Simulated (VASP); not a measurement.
Here is a VASP 6.6.1 calculation.

The input INCAR:

```
SYSTEM = AlCo
ALGO = Normal ; EDIFF = 1E-7
EDIFFG = -0.005 ; ENCUT = 600
GGA = PE ; IBRION = 2
ISIF = 3 ; ISMEAR = 0
ISPIN = 2 ; LASPH = .TRUE.
LCHARG = .FALSE. ; LMAXMIX = 4
LORBIT = 11 ; LREAL = .FALSE.
LWAVE = .FALSE. ; MAGMOM = -0.01 0.16
NELM = 150 ; NSW = 100
PREC = Accurate ; SIGMA = 0.1
```

KPOINTS

```
k-points
0
G
  14 14 14
  0 0 0
```

File POSCAR:

```
AlCo
1.0
    2.8194032100      0.0000000000      0.0000000000
    0.0000000000      2.8194032100      0.0000000000
    0.0000000000      0.0000000000      2.8194032100
Al Co
1 1
Direct
    0.0000000000      0.0000000000      0.0000000000
    0.5000000000      0.5000000000      0.5000000000
```

Potentials or basis: VASP PAW PBE potentials, release 64 (Al, Co).

Command:

```console
$ cat potpaw_PBE.64/Al/POTCAR potpaw_PBE.64/Co/POTCAR > POTCAR
$ mpirun -np 1 vasp_std > vasp.out
```

Question: What does it give for the space group after relaxing (to 0.05 Å)?

Answer: Pm-3m (No. 221).

Question: Predict the relaxed cell.

Answer: a = 2.851 Å, b = 2.851 Å, c = 2.851 Å, α = 90.00°, β = 90.00°, γ = 90.00°.

Question: Predict the relaxed volume.

Answer: 11.59 Å³/atom.

Question: What does it give for the band gap on the k mesh?

Answer: Zero (filled and empty bands overlap).

Step by step:
```tsv
step	energy change (eV)	largest force (eV/Å)	pressure (GPa)	volume (Å³)
1	0.0000	0.0000	6.56	22.41
2	-0.0022	0.0000	-5.32	23.93
3	-0.0151	0.0000	0.00	23.18
```
